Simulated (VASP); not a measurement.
# BaS (Imm2) in VASP: single point with LDA

Aim: the single point of BaS with LDA.

Program: VASP 6.6.1. These are calculated values, not measurements. Logs are shortened: lines on timing, memory, paths and dates and some standing lists are left out, and cuts for length are marked.

## (1) The cell of the first run

It takes space group Imm2 (No. 44, orthorhombic). Conventional cell: a = 4.517 Å, b = 6.388 Å, c = 4.517 Å, α = 90.00°, β = 90.00°, γ = 90.00°. Within 4.1 Å of Ba (site symmetry mm2) lie 6 S at 3.15 to 3.24 Å. Within 4.1 Å of S (site symmetry mm2) lie 6 Ba at 3.15 to 3.24 Å.

## (2) Single point, LDA (all S atoms moved +0.062 Å, as atom 2 along Cartesian [1 -1 0])

INCAR reads:

```
  PREC = Accurate
  ENCUT = 520
  EDIFF = 1E-6
  ISMEAR = 0
  SIGMA = 0.05
  LREAL = False
  LASPH = True
  NELM = 60
  ALGO = Normal
  ISIF = 2
  LWAVE = False
  LCHARG = True
  GGA = CA
  LELF = True
  LVHAR = True
  NBANDS = 15
```

KPOINTS reads:

```
Automatic mesh
0
Gamma
  8 8 8
```

POSCAR reads:

```
BaS
1.0
    0.0000000000      3.1937500000      3.1937500000
    3.1937500000      0.0000000000      3.1937500000
    3.1937500000      3.1937500000      0.0000000000
Ba S
1 1
Direct
    0.0000000000      0.0000000000      0.0000000000
    0.4861622939      0.5138377061      0.5000000000
```

Potentials or basis: VASP PAW LDA potentials, release 64 (Ba_sv, S).

Launch:

```bash
$ cat potpaw_LDA.64/Ba_sv/POTCAR potpaw_LDA.64/S/POTCAR > POTCAR
$ mpirun -np 1 vasp_std > vasp.out
```

OUTCAR:

```text
PREC = Accurate
   ENCUT = 520
   EDIFF = 1E-6
   ISMEAR = 0
   LREAL = False
   LASPH = True
   NELM = 60
   ISIF = 2
   GGA = CA

 ion  position               nearest neighbor table
   1  0.000  0.000  0.000-   2 3.15   2 3.15   2 3.19   2 3.19   2 3.24   2 3.24
   2  0.486  0.514  0.500-   1 3.15   1 3.15   1 3.19   1 3.19   1 3.24   1 3.24

  LATTYP: Found a face centered cubic cell.
 ALAT       =     6.3875000000

  Lattice vectors:

 A1 = (   0.0000000000,   3.1937500000,   3.1937500000)
 A2 = (   3.1937500000,   0.0000000000,   3.1937500000)
 A3 = (   3.1937500000,   3.1937500000,   0.0000000000)

Analysis of symmetry for initial positions (statically):
=====================================================================
 Subroutine PRICEL returns:
 Original cell was already a primitive cell.

 Routine SETGRP: Setting up the symmetry group for a
 face centered cubic supercell.

 Subroutine GETGRP returns: Found  4 space group operations
 (whereof  4 operations were pure point group operations)
 out of a pool of 48 trial point group operations.

The static configuration has the point symmetry C_2v.

Analysis of symmetry for dynamics (positions and initial velocities):
=====================================================================
 Subroutine PRICEL returns:
 Original cell was already a primitive cell.

 Routine SETGRP: Setting up the symmetry group for a
 face centered cubic supercell.

 Subroutine GETGRP returns: Found  4 space group operations
 (whereof  4 operations were pure point group operations)
 out of a pool of 48 trial point group operations.

The dynamic configuration has the point symmetry C_2v.

 Subroutine INISYM returns: Found  4 space group operations
 (whereof  4 operations are pure point group operations),
 and found     1 'primitive' translations

----------------------------------------------------------------------------------------

                                     Primitive cell

  volume of cell :      65.1527

  direct lattice vectors                    reciprocal lattice vectors
     0.000000000  3.193750000  3.193750000    -0.156555773  0.156555773  0.156555773
     3.193750000  0.000000000  3.193750000     0.156555773 -0.156555773  0.156555773
     3.193750000  3.193750000  0.000000000     0.156555773  0.156555773 -0.156555773

  length of vectors
     4.516644565  4.516644565  4.516644565     0.271162553  0.271162553  0.271162553

  position of ions in fractional coordinates (direct lattice)
     0.000000000  0.000000000  0.000000000
     0.486162294  0.513837706  0.500000000

  ion indices of the primitive-cell ions
   primitive index   ion index
                 1           1
                 2           2

----------------------------------------------------------------------------------------

 KPOINTS: Automatic mesh

Automatic generation of k-mesh.
 Grid dimensions read from file:
 generate k-points for:    8    8    8

 Generating k-lattice:

  Cartesian coordinates                     Fractional coordinates (reciprocal lattice)
    -0.019569472  0.019569472  0.019569472     0.125000000  0.000000000  0.000000000
     0.019569472 -0.019569472  0.019569472     0.000000000  0.125000000  0.000000000
     0.019569472  0.019569472 -0.019569472     0.000000000  0.000000000  0.125000000

  Length of vectors
     0.033895319  0.033895319  0.033895319

  Shift w.r.t. Gamma in fractional coordinates (k-lattice)
     0.000000000  0.000000000  0.000000000

 Subroutine IBZKPT returns following result:
 ===========================================

 Found     95 irreducible k-points:

 Following reciprocal coordinates:
            Coordinates               Weight
  0.000000  0.000000  0.000000      1.000000
  0.125000  0.000000  0.000000      4.000000
  0.000000  0.000000  0.125000      4.000000
  0.250000  0.000000  0.000000      4.000000
  0.000000  0.000000  0.250000      4.000000
  0.375000  0.000000  0.000000      4.000000
[... 16 lines left out ...]
  0.125000  0.125000 -0.375000      4.000000
 -0.375000  0.125000  0.000000      4.000000
 [... further k-points ...]
   k-points           NKPTS =     95   k-points in BZ     NKDIM =     95   number of bands    NBANDS=     15
   number of dos      NEDOS =    301   number of ions     NIONS =      2
   total plane-waves  NPLWV =  46656
   dimension x,y,z NGX =    36 NGY =   36 NGZ =   36
   dimension x,y,z NGXF=    72 NGYF=   72 NGZF=   72
   ions per type =               1   1
   NGX,Y,Z   is equivalent  to a cutoff of  13.25, 13.25, 13.25 a.u.
   NGXF,Y,Z  is equivalent  to a cutoff of  26.50, 26.50, 26.50 a.u.
 SYSTEM =  unknown system
   PREC   = accura    normal or accurate (medium, high low for compatibility)
   ISTART =      0    job   : 0-new  1-cont  2-samecut
   ICHARG =      2    charge: 1-file 2-atom 10-const
   ISPIN  =      1    spin polarized calculation?
   LNONCOLLINEAR =      F non collinear calculations
   LSORBIT =      F    spin-orbit coupling
   LASPH  =      T    aspherical Exc in radial PAW
   ENCUT  =  520.0 eV  38.22 Ry    6.18 a.u.   8.40  8.40  8.40*2*pi/ulx,y,z
   NELM   =     60;   NELMIN=  2; NELMDL= -5     # of ELM steps
   EDIFF  = 0.1E-05   stopping-criterion for ELM
   LREAL  =      F    real-space projection
   EDIFFG = 0.1E-04   stopping-criterion for IOM
   NSW    =      0    number of steps for IOM
   IBRION =     -1    ionic relax: 0-MD 1-quasi-New 2-CG
   NFREE  =      0    steps in history (QN), initial steepest desc. (CG)
   ISIF   =      2    stress and relaxation
   ISYM   =      2    0-nonsym 1-usesym 2-fastsym
   POTIM  = 0.5000    time-step for ionic-motion
   TEBEG  =    0.0;   TEEND  =   0.0 temperature during run
   PSTRESS=    0.0 pullay stress
   NELECT =      16.0000    total number of electrons
   NUPDOWN=      -1.0000    fix difference up-down
   EMIN   =  10.00;   EMAX   =-10.00  energy-range for DOS
   EFERMI =   0.00;   METHOD = LEGACY
   ISMEAR =     0;   SIGMA  =   0.05  broadening in eV -4-tet -1-fermi 0-gaus
   EFERMI_NEDOS =   21; number of points for ismear=-14 and -15
   IALGO  =     38    algorithm
   IMIX   =      4    mixing-type and parameters
     AMIX     =   0.40;   BMIX     =  1.00
     AMIX_MAG =   1.60;   BMIX_MAG =  1.00
  volume/ion in A,a.u.               =      32.58       219.84
  Fermi-wavevector in a.u.,A,eV,Ry     =   1.025189  1.937326 14.299891  1.051012
  Thomas-Fermi vector in A             =   2.159016
   LORBIT       =      0    0 simple, 1 ext, 2 COOP (PROOUT), +10 PAW based schemes
   GGA     = CA    functional components
   LHFCALC =     F    Hartree Fock is set to
   AEXX    =    0.0000 exact exchange contribution
   IVDW    =     0    specifies the selected vdW correction
   LEPSILON=     F    determine dielectric tensor
   LRPA    =     F    only Hartree local field effects (RPA)
 non-spin polarized calculation
 Gauss-broadening in eV      SIGMA  =   0.05
  energy-cutoff  :      520.00
  volume of cell :       65.15
 maximum number of plane-waves:      1807
 NGX is ok and might be reduce to    36
   NGX = 17   NGY = 17   NGZ = 17

 number of electron      16.0000001 magnetization

 Free energy of the ion-electron system (eV)
  ---------------------------------------------------
  ext. energy  EPLUGINS =         0.00000000
  ---------------------------------------------------
  free energy    TOTEN  =       -11.15628646 eV

  energy without entropy =      -11.15628646  energy(sigma->0) =      -11.15628646

 E-fermi :   1.4770     XC(G=0):  -8.9915

 val. band max:        1.2336448800   @ k =   0.0000   0.0000   0.0000
 cond. band min:       3.1526713941   @ k =   0.0000   0.5000   0.5000
 fundamental gap:      1.9190265141
 Fermi energy:         1.4770032978

 k-point     1 :       0.0000    0.0000    0.0000
  band No.  band energies     occupation
      1     -24.7585      2.00000
      2      -9.8385      2.00000
      3      -9.8328      2.00000
      4      -9.8318      2.00000
      5      -9.0703      2.00000
      6       1.2321      2.00000
      7       1.2322      2.00000
      8       1.2336      2.00000
      9       4.5501      0.00000
     10       4.9405      0.00000
     11       4.9509      0.00000
     12       4.9534      0.00000
     13       5.9305      0.00000
     14       5.9377      0.00000
     15       9.6780      0.00000

 k-point     2 :       0.1250    0.0000    0.0000
  band No.  band energies     occupation
      1     -24.7517      2.00000
      2     -10.1491      2.00000
      3      -9.8389      2.00000
      4      -9.8384      2.00000
      5      -8.7459      2.00000
      6       0.7942      2.00000
      7       1.0169      2.00000
      8       1.0189      2.00000
      9       4.9059      0.00000
     10       5.1740      0.00000
     11       5.1763      0.00000
     12       5.2251      0.00000
     13       6.3963      0.00000
     14       6.3991      0.00000
     15      10.3163      0.00000

 k-point     3 :       0.0000    0.0000    0.1250
  band No.  band energies     occupation
      1     -24.7517      2.00000
      2     -10.1496      2.00000
      3      -9.8395      2.00000
      4      -9.8383      2.00000
      5      -8.7450      2.00000
      6       0.7904      2.00000
      7       1.0170      2.00000
      8       1.0253      2.00000
      9       4.9062      0.00000
     10       5.1561      0.00000
     11       5.1782      0.00000
     12       5.2300      0.00000
     13       6.3960      0.00000
     14       6.4078      0.00000
     15      10.3160      0.00000
[... 343 lines left out ...]
 k-point    23 :       0.1250    0.1250   -0.3750
  band No.  band energies     occupation
      1     -24.7100      2.00000
      2     -10.9172      2.00000
      3      -9.9308      2.00000
      4      -9.8984      2.00000
      5      -7.9391      2.00000
      6      -0.5612      2.00000
      7       0.2093      2.00000
      8       0.2676      2.00000
      9       5.7447      0.00000
     10       6.7729      0.00000
     11       7.5393      0.00000
     12       7.7818      0.00000
     13       9.2970      0.00000
     14       9.8359      0.00000
     15      10.2065      0.00000

 k-point    24 :      -0.3750    0.1250    0.0000
  band No.  band energies     occupation
      1     -24.7123      2.00000
      2     -10.8900      2.00000
      3      -9.9506      2.00000
      4      -9.8747      2.00000
      5      -7.9506      2.00000
      6      -0.5641      2.00000
      7       0.1654      2.00000
      8       0.3865      2.00000
      9       5.8598      0.00000
     10       6.7481      0.00000
     11       6.8302      0.00000
     12       7.7391      0.00000
     13       8.7926      0.00000
     14      10.0006      0.00000
     15      10.6918      0.00000

 [... further k-points ...]

------------------------ aborting loop because EDIFF is reached ----------------------------------------

  FORCE on cell =-STRESS in cart. coord.  units (eV):
  Direction    XX          YY          ZZ          XY          YZ          ZX
  --------------------------------------------------------------------------------------
  -------------------------------------------------------------------------------------
  Total       -0.7212527     -0.7212527     -0.7576359      0.0059882      0.0000000      0.0000000
  in kB      -17.7363916    -17.7363916    -18.6310950      0.1472573      0.0000000      0.0000000
  external PRESSURE =     -18.0346260 kB  Pullay stress =       0.0000000 kB

 VOLUME and BASIS-vectors are now :
 -----------------------------------------------------------------------------
  energy-cutoff  :      520.00
  volume of cell :       65.15
      direct lattice vectors                 reciprocal lattice vectors
     0.000000000  3.193750000  3.193750000    -0.156555773  0.156555773  0.156555773
     3.193750000  0.000000000  3.193750000     0.156555773 -0.156555773  0.156555773
     3.193750000  3.193750000  0.000000000     0.156555773  0.156555773 -0.156555773

 POSITION                                       TOTAL-FORCE (eV/Angst)
 -----------------------------------------------------------------------------------
      0.00000      0.00000      0.00000         0.083040     -0.083040      0.000000
      3.23794      3.14956      3.19375        -0.083040      0.083040      0.000000
 -----------------------------------------------------------------------------------
    total drift:                                0.000013     -0.000013     -0.000000

  FREE ENERGIE OF THE ION-ELECTRON SYSTEM (eV)
  ---------------------------------------------------
  free  energy   TOTEN  =       -11.1562864633 eV

  energy  without entropy=      -11.1562864633  energy(sigma->0) =      -11.15628646
```

Run time: 1.9 min. Hardware: 1 thread of Intel Xeon 8259CL, shared host; peak memory 0.24 GiB.

Results:

```yaml
Free_energy: -11.1563 eV
Pressure: -1.8 GPa
Largest_force: 0.117 eV/Å
Band_gap_on_the_k_mesh: 1.92 eV (least direct gap 2.05 eV)
```

Forces on the atoms (eV/Å):
```
Ba   0.083 -0.083  0.000
S   -0.083  0.083  0.000
```

Stress tensor (GPa, compression positive):
```
-1.77  0.01  0.00
 0.01 -1.77  0.00
 0.00  0.00 -1.86
```

Caveat: the cell differs from its parent crystal (all S atoms moved +0.062 Å, as atom 2 along Cartesian [1 -1 0]); spin-orbit coupling is left out, which moves the levels of the heavy elements.
